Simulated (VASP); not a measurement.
# MgI2 (P-3m1) in VASP: further runs

Runs on MgI2. Level: PBE. Tasks: single point.

All numbers are computed with VASP 6.6.1; they aren't measurements. Logs are shortened: lines on timing, memory, paths and dates and some standing lists are left out, and cuts for length are marked.

### Step 1. The cell of the first run

The structure is trigonal, space group P-3m1 (No. 164). Conventional cell: a = 4.029 Å, b = 4.029 Å, c = 6.656 Å, α = 90.00°, β = 90.00°, γ = 120.00°. Mg (site symmetry -3m) has 6 I at 2.83 Å within 3.7 Å. Within 3.7 Å of I (site symmetry 3m) lie 3 Mg at 2.83 Å.

### Step 2. Single point, PBE (strain -0.030 along x and y, -0.030 along z)

INCAR reads:

```
ALGO = Normal
EDIFF = 1E-7
ENCUT = 520
GGA = PE
ISIF = 2
ISMEAR = 0
LASPH = True
LCHARG = False
LREAL = False
LWAVE = False
NBANDS = 15
NELM = 80
PREC = Accurate
SIGMA = 0.05
```

KPOINTS reads:

```
k-points
0
Gamma
  6 6 4
```

POSCAR reads:

```
MgI2
1.0
    4.0290891177      0.0000000000      0.0000000000
   -2.0145445589      3.4892935301      0.0000000000
    0.0000000000      0.0000000000      6.6561400000
Mg I
1 2
Direct
    0.0000000000      0.0000000000      0.0000000000
    0.3333333333      0.6666666667      0.7576300000
    0.6666666667      0.3333333333      0.2423700000
```

Potentials or basis: VASP PAW PBE potentials, release 64 (Mg, I).

Run with:

```console
$ cat potpaw_PBE.64/Mg/POTCAR potpaw_PBE.64/I/POTCAR > POTCAR
$ mpirun -np 1 vasp_std > vasp.out
```

OUTCAR:

```text
EDIFF = 1E-7
   ENCUT = 520
   GGA = PE
   ISIF = 2
   ISMEAR = 0
   LASPH = True
   LREAL = False
   NELM = 80
   PREC = Accurate

 ion  position               nearest neighbor table
   1  0.000  0.000  0.000-   2 2.83   3 2.83   3 2.83   2 2.83   3 2.83   2 2.83
   2  0.333  0.667  0.758-   1 2.83   1 2.83   1 2.83
   3  0.667  0.333  0.242-   1 2.83   1 2.83   1 2.83

  LATTYP: Found a hexagonal cell.
 ALAT       =     4.0290891177
 C/A-ratio  =     1.6520210414

  Lattice vectors:

 A1 = (   4.0290891177,   0.0000000000,   0.0000000000)
 A2 = (  -2.0145445589,   3.4892935301,   0.0000000000)
 A3 = (   0.0000000000,   0.0000000000,   6.6561400000)

Analysis of symmetry for initial positions (statically):
=====================================================================
 Subroutine PRICEL returns:
 Original cell was already a primitive cell.

 Routine SETGRP: Setting up the symmetry group for a
 hexagonal supercell.

 Subroutine GETGRP returns: Found 12 space group operations
 (whereof 12 operations were pure point group operations)
 out of a pool of 24 trial point group operations.

The static configuration has the point symmetry D_3d.

Analysis of symmetry for dynamics (positions and initial velocities):
=====================================================================
 Subroutine PRICEL returns:
 Original cell was already a primitive cell.

 Routine SETGRP: Setting up the symmetry group for a
 hexagonal supercell.

 Subroutine GETGRP returns: Found 12 space group operations
 (whereof 12 operations were pure point group operations)
 out of a pool of 24 trial point group operations.

The dynamic configuration has the point symmetry D_3d.

 Subroutine INISYM returns: Found 12 space group operations
 (whereof 12 operations are pure point group operations),
 and found     1 'primitive' translations

----------------------------------------------------------------------------------------

                                     Primitive cell

  volume of cell :      93.5765

  direct lattice vectors                    reciprocal lattice vectors
     4.029089118  0.000000000  0.000000000     0.248195056  0.143295483  0.000000000
    -2.014544559  3.489293530  0.000000000     0.000000000  0.286590965  0.000000000
     0.000000000  0.000000000  6.656140000     0.000000000  0.000000000  0.150237225

  length of vectors
     4.029089118  4.029089118  6.656140000     0.286590965  0.286590965  0.150237225

  position of ions in fractional coordinates (direct lattice)
     0.000000000  0.000000000  0.000000000
     0.333333333  0.666666667  0.757630000
     0.666666667  0.333333333  0.242370000

  ion indices of the primitive-cell ions
   primitive index   ion index
                 1           1
                 2           2
                 3           3

----------------------------------------------------------------------------------------

 KPOINTS: k-points

Automatic generation of k-mesh.
 Grid dimensions read from file:
 generate k-points for:    6    6    4

 Generating k-lattice:

  Cartesian coordinates                     Fractional coordinates (reciprocal lattice)
     0.041365843  0.023882580  0.000000000     0.166666667  0.000000000  0.000000000
     0.000000000  0.047765161  0.000000000     0.000000000  0.166666667  0.000000000
     0.000000000  0.000000000  0.037559306     0.000000000  0.000000000  0.250000000

  Length of vectors
     0.047765161  0.047765161  0.037559306

  Shift w.r.t. Gamma in fractional coordinates (k-lattice)
     0.000000000  0.000000000  0.000000000

 Subroutine IBZKPT returns following result:
 ===========================================

 Found     24 irreducible k-points:

 Following reciprocal coordinates:
            Coordinates               Weight
  0.000000  0.000000  0.000000      1.000000
  0.166667 -0.000000  0.000000      6.000000
  0.333333  0.000000  0.000000      6.000000
  0.500000  0.000000  0.000000      3.000000
  0.166667  0.166667  0.000000      6.000000
  0.333333  0.166667  0.000000     12.000000
[... 16 lines left out ...]
  0.333333  0.166667  0.500000     12.000000
  0.333333  0.333333  0.500000      2.000000
   k-points           NKPTS =     24   k-points in BZ     NKDIM =     24   number of bands    NBANDS=     15
   number of dos      NEDOS =    301   number of ions     NIONS =      3
   total plane-waves  NPLWV =  45000
   dimension x,y,z NGX =    30 NGY =   30 NGZ =   50
   dimension x,y,z NGXF=    60 NGYF=   60 NGZF=  100
   ions per type =               1   2
   NGX,Y,Z   is equivalent  to a cutoff of  12.38, 12.38, 12.49 a.u.
   NGXF,Y,Z  is equivalent  to a cutoff of  24.76, 24.76, 24.98 a.u.
 SYSTEM =  unknown system
   PREC   = accura    normal or accurate (medium, high low for compatibility)
   ISTART =      0    job   : 0-new  1-cont  2-samecut
   ICHARG =      2    charge: 1-file 2-atom 10-const
   ISPIN  =      1    spin polarized calculation?
   LNONCOLLINEAR =      F non collinear calculations
   LSORBIT =      F    spin-orbit coupling
   LASPH  =      T    aspherical Exc in radial PAW
   ENCUT  =  520.0 eV  38.22 Ry    6.18 a.u.   7.49  7.49 12.38*2*pi/ulx,y,z
   NELM   =     80;   NELMIN=  2; NELMDL= -5     # of ELM steps
   EDIFF  = 0.1E-06   stopping-criterion for ELM
   LREAL  =      F    real-space projection
   EDIFFG = 0.1E-05   stopping-criterion for IOM
   NSW    =      0    number of steps for IOM
   IBRION =     -1    ionic relax: 0-MD 1-quasi-New 2-CG
   NFREE  =      0    steps in history (QN), initial steepest desc. (CG)
   ISIF   =      2    stress and relaxation
   ISYM   =      2    0-nonsym 1-usesym 2-fastsym
   POTIM  = 0.5000    time-step for ionic-motion
   TEBEG  =    0.0;   TEEND  =   0.0 temperature during run
   PSTRESS=    0.0 pullay stress
   NELECT =      16.0000    total number of electrons
   NUPDOWN=      -1.0000    fix difference up-down
   EMIN   =  10.00;   EMAX   =-10.00  energy-range for DOS
   EFERMI =   0.00;   METHOD = LEGACY
   ISMEAR =     0;   SIGMA  =   0.05  broadening in eV -4-tet -1-fermi 0-gaus
   EFERMI_NEDOS =   21; number of points for ismear=-14 and -15
   IALGO  =     38    algorithm
   IMIX   =      4    mixing-type and parameters
     AMIX     =   0.40;   BMIX     =  1.00
     AMIX_MAG =   1.60;   BMIX_MAG =  1.00
  volume/ion in A,a.u.               =      31.19       210.50
  Fermi-wavevector in a.u.,A,eV,Ry     =   0.908641  1.717083 11.233369  0.825629
  Thomas-Fermi vector in A             =   2.032592
   LORBIT       =      0    0 simple, 1 ext, 2 COOP (PROOUT), +10 PAW based schemes
   GGA     = PE    functional components
   LHFCALC =     F    Hartree Fock is set to
   AEXX    =    0.0000 exact exchange contribution
   IVDW    =     0    specifies the selected vdW correction
   LEPSILON=     F    determine dielectric tensor
   LRPA    =     F    only Hartree local field effects (RPA)
 non-spin polarized calculation
 Gauss-broadening in eV      SIGMA  =   0.05
  energy-cutoff  :      520.00
  volume of cell :       93.58
 maximum number of plane-waves:      2547
 NGX is ok and might be reduce to    30
   NGX = 15   NGY = 15   NGZ = 25

 number of electron      15.9999999 magnetization

 Free energy of the ion-electron system (eV)
  ---------------------------------------------------
  ext. energy  EPLUGINS =         0.00000000
  ---------------------------------------------------
  free energy    TOTEN  =        -7.53287081 eV

  energy without entropy =       -7.53287081  energy(sigma->0) =       -7.53287081

 E-fermi :   3.5150     XC(G=0):  -8.5960

 val. band max:        3.2393982254   @ k =   0.0000   0.0000   0.0000
 cond. band min:       6.7753118249   @ k =   0.5000   0.0000   0.2500
 fundamental gap:      3.5359135994
 Fermi energy:         3.5150055871

 k-point     1 :       0.0000    0.0000    0.0000
  band No.  band energies     occupation
      1      -9.3134      2.00000
      2      -8.4070      2.00000
      3      -0.7872      2.00000
      4       2.6703      2.00000
      5       2.6703      2.00000
      6       3.1384      2.00000
      7       3.1384      2.00000
      8       3.2394      2.00000
      9       7.3296      0.00000
     10       7.9901      0.00000
     11       9.9824      0.00000
     12       9.9824      0.00000
     13      10.5994      0.00000
     14      11.3242      0.00000
     15      11.3242      0.00000

 k-point     2 :       0.1667   -0.0000    0.0000
  band No.  band energies     occupation
      1      -9.1400      2.00000
      2      -8.3167      2.00000
      3      -0.5624      2.00000
      4       1.5290      2.00000
      5       2.1523      2.00000
      6       2.3102      2.00000
      7       3.0684      2.00000
      8       3.1188      2.00000
      9       8.1978      0.00000
     10       8.6738      0.00000
     11       9.5555      0.00000
     12      10.3954      0.00000
     13      10.4173      0.00000
     14      11.1953      0.00000
     15      11.7222      0.00000

 k-point     3 :       0.3333    0.0000    0.0000
  band No.  band energies     occupation
      1      -8.7172      2.00000
      2      -8.1571      2.00000
      3      -0.3276      2.00000
      4       0.2042      2.00000
      5       0.9275      2.00000
      6       1.8055      2.00000
      7       2.6467      2.00000
      8       2.8134      2.00000
      9       7.2993      0.00000
     10       8.7695      0.00000
     11       9.0797      0.00000
     12      10.4094      0.00000
     13      11.1252      0.00000
     14      12.1741      0.00000
     15      12.4735      0.00000

 k-point     4 :       0.5000    0.0000    0.0000
  band No.  band energies     occupation
      1      -8.4108      2.00000
      2      -8.1384      2.00000
      3      -0.8486      2.00000
      4      -0.0175      2.00000
      5       1.0345      2.00000
      6       1.6014      2.00000
      7       2.1157      2.00000
      8       2.6781      2.00000
      9       6.8497      0.00000
     10       8.5713      0.00000
     11       8.6175      0.00000
     12      10.2340      0.00000
     13      11.5485      0.00000
     14      12.9400      0.00000
     15      13.1749      0.00000
[... 307 lines left out ...]
 k-point    22 :       0.1667    0.1667    0.5000
  band No.  band energies     occupation
      1      -8.6901      2.00000
      2      -8.3717      2.00000
      3      -0.0738      2.00000
      4       0.4620      2.00000
      5       1.4578      2.00000
      6       1.9941      2.00000
      7       2.3074      2.00000
      8       2.4427      2.00000
      9       8.1189      0.00000
     10       9.0890      0.00000
     11       9.9134      0.00000
     12      10.4425      0.00000
     13      10.5900      0.00000
     14      10.7618      0.00000
     15      11.9693      0.00000

 k-point    23 :       0.3333    0.1667    0.5000
  band No.  band energies     occupation
      1      -8.3510      2.00000
      2      -8.2018      2.00000
      3      -0.6587      2.00000
      4      -0.2072      2.00000
      5       0.9567      2.00000
      6       1.4124      2.00000
      7       2.3823      2.00000
      8       2.5284      2.00000
      9       7.7251      0.00000
     10       8.7464      0.00000
     11       9.4378      0.00000
     12      10.1586      0.00000
     13      10.4111      0.00000
     14      11.4945      0.00000
     15      12.5440      0.00000

 k-point    24 :       0.3333    0.3333    0.5000
  band No.  band energies     occupation
      1      -8.1867      2.00000
      2      -8.1867      2.00000
      3      -0.3599      2.00000
      4       0.0033      2.00000
      5       0.0033      2.00000
      6       0.6385      2.00000
      7       2.5765      2.00000
      8       2.5765      2.00000
      9       8.3662      0.00000
     10       8.9540      0.00000
     11       8.9540      0.00000
     12      10.4803      0.00000
     13      11.8436      0.00000
     14      11.8559      0.00000
     15      12.1313      0.00000

------------------------ aborting loop because EDIFF is reached ----------------------------------------

  FORCE on cell =-STRESS in cart. coord.  units (eV):
  Direction    XX          YY          ZZ          XY          YZ          ZX
  --------------------------------------------------------------------------------------
  -------------------------------------------------------------------------------------
  Total        2.8296456      2.8296456      2.9019505     -0.0000000      0.0000000     -0.0000000
  in kB       48.4479940     48.4479940     49.6859674     -0.0000000      0.0000000     -0.0000000
  external PRESSURE =      48.8606518 kB  Pullay stress =       0.0000000 kB

 VOLUME and BASIS-vectors are now :
 -----------------------------------------------------------------------------
  energy-cutoff  :      520.00
  volume of cell :       93.58
      direct lattice vectors                 reciprocal lattice vectors
     4.029089118  0.000000000  0.000000000     0.248195056  0.143295483  0.000000000
    -2.014544559  3.489293530  0.000000000     0.000000000  0.286590965  0.000000000
     0.000000000  0.000000000  6.656140000     0.000000000  0.000000000  0.150237225

 POSITION                                       TOTAL-FORCE (eV/Angst)
 -----------------------------------------------------------------------------------
      0.00000      0.00000      0.00000        -0.000000      0.000000      0.000000
     -0.00000      2.32620      5.04289        -0.000000     -0.000000     -0.528585
      2.01454      1.16310      1.61325         0.000000      0.000000      0.528585
 -----------------------------------------------------------------------------------
    total drift:                                0.000000     -0.000000     -0.000000

  FREE ENERGIE OF THE ION-ELECTRON SYSTEM (eV)
  ---------------------------------------------------
  free  energy   TOTEN  =        -7.5328708088 eV

  energy  without entropy=       -7.5328708088  energy(sigma->0) =       -7.53287081
```

Wall time 14 s (1 thread of Intel Xeon 6975P-C (Granite Rapids), shared host); peak memory 0.21 GiB.

Results:

| Item | Value |
| --- | --- |
| Free energy | -7.5329 eV |
| Pressure | 4.9 GPa |
| Largest force | 0.529 eV/Å |
| Band gap on the k mesh | 3.54 eV, indirect (least direct gap 4.09 eV) |

Forces on the atoms (eV/Å):
```
Mg   0.000  0.000  0.000
I    0.000  0.000 -0.529
I    0.000  0.000  0.529
```

Stress tensor (GPa, compression positive):
```
4.84 0.00 0.00
0.00 4.84 0.00
0.00 0.00 4.97
```

Levels at points of the mesh, in eV from the valence-band top:
| k point | band 4 | band 5 | band 6 | band 7 | band 8 | band 9 | band 10 | band 11 | band 12 | band 13 |
| --- | --- | --- | --- | --- | --- | --- | --- | --- | --- | --- |
| (0.00, 0.00, 0.00) | -0.57 | -0.57 | -0.10 | -0.10 | 0.00 | 4.09 | 4.75 | 6.74 | 6.74 | 7.36 |
| (0.50, 0.00, 0.00) | -3.26 | -2.20 | -1.64 | -1.12 | -0.56 | 3.61 | 5.33 | 5.38 | 6.99 | 8.31 |
| (0.00, 0.00, 0.50) | -1.74 | -0.45 | -0.45 | -0.22 | -0.22 | 4.91 | 5.01 | 6.53 | 6.53 | 7.71 |
| (0.50, 0.00, 0.50) | -3.71 | -1.44 | -1.31 | -0.98 | -0.85 | 3.61 | 5.14 | 5.44 | 5.94 | 7.97 |

Caveat: the cell differs from its parent crystal (strain -0.030 along x and y, -0.030 along z); spin-orbit coupling is left out, which moves the levels of the heavy elements; this functional lacks dispersion, which binds the layers, so the pressure and a relaxed spacing across them are unreliable. A k mesh can miss the band edges.

[end of part 1 of 2]
